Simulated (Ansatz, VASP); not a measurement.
## One calculation of ZnGeP2, two programs

Contents of INCAR:

```
SYSTEM = ZnGeP2
  PREC = Accurate
  ENCUT = 500
  EDIFF = 1E-6
  ISMEAR = 0
  SIGMA = 0.01
  LREAL = .False.
  LASPH = .True.
  NELM = 120
  ALGO = Normal
  ISIF = 2
  LWAVE = .False.
  LCHARG = .False.
  GGA = PE
  NBANDS = 46
  GGA_COMPAT = .False.
```

File KPOINTS:

```
Automatic mesh
0
Gamma
  6 6 6
  0 0 0
```

POSCAR

```
ZnGeP2
1.0
   -2.7500549901      2.7500549901      5.4211467255
    2.7500549901     -2.7500549901      5.4211467255
    2.7500549901      2.7500549901     -5.4211467255
Zn Ge P
2 2 4
Direct
    0.0000000000      0.0000000000      0.0000000000
    0.7500000000      0.2500000000      0.5000000000
    0.5000000000      0.5000000000      0.0000000000
    0.2500000000      0.7500000000      0.5000000000
    0.3750000000      0.3783565532      0.5033565532
    0.6216434468      0.1250000000      0.9966434468
    0.8750000000      0.8716434468      0.4966434468
    0.1283565532      0.6250000000      0.0033565532
```

Input for Ansatz:

```yaml
crystal:
  lattice:
    - [-2.7500549901, 2.7500549901, 5.4211467255]
    - [2.7500549901, -2.7500549901, 5.4211467255]
    - [2.7500549901, 2.7500549901, -5.4211467255]
  atoms:
    - { symbol: Zn, position: [0.0, 0.0, 0.0] }
    - { symbol: Zn, position: [0.75, 0.25, 0.5] }
    - { symbol: Ge, position: [0.5, 0.5, 0.0] }
    - { symbol: Ge, position: [0.25, 0.75, 0.5] }
    - { symbol: P, position: [0.375, 0.3783565532, 0.5033565532] }
    - { symbol: P, position: [0.6216434468, 0.125, 0.9966434468] }
    - { symbol: P, position: [0.875, 0.8716434468, 0.4966434468] }
    - { symbol: P, position: [0.1283565532, 0.625, 0.0033565532] }
kpoints:
  mp_grid: { grid: [6, 6, 6] }
hamiltonian:
  xc: pbe
scf:
  occupations: { method: fixed }
  n_extra_bands: 6
output:
  forces: true
  stress: true
  eigenvalues: true
```

Alike in both runs: task single point; functional PBE; k mesh 6 × 6 × 6; no spin polarisation.

```csv
,VASP,Ansatz
version,VASP 6.6.1,Ansatz 0.2.0
potentials or method,"VASP PAW PBE potentials, release 64 (Zn, Ge_d, P)","plane waves, PAW"
plane-wave cutoff (eV),500,420
occupations,"gaussian, width 0.01 eV",fixed
valence electrons in the cell,72,72
```

VASP gave:

| Quantity | Value |
| --- | --- |
| gap on the k mesh at the Fermi level (eV) | 1.15 |
| pressure (GPa) | 0.0 |
| rms of the force components (eV/Å) | 0.012 |

**Question.** Estimate Ansatz's values.

**Answer.** gap on the k mesh at the Fermi level (eV): 1.14; pressure (GPa): 0.0; rms of the force components (eV/Å): 0.001.

Atom by atom the forces differ by 0.012 eV/Å (rms over components).
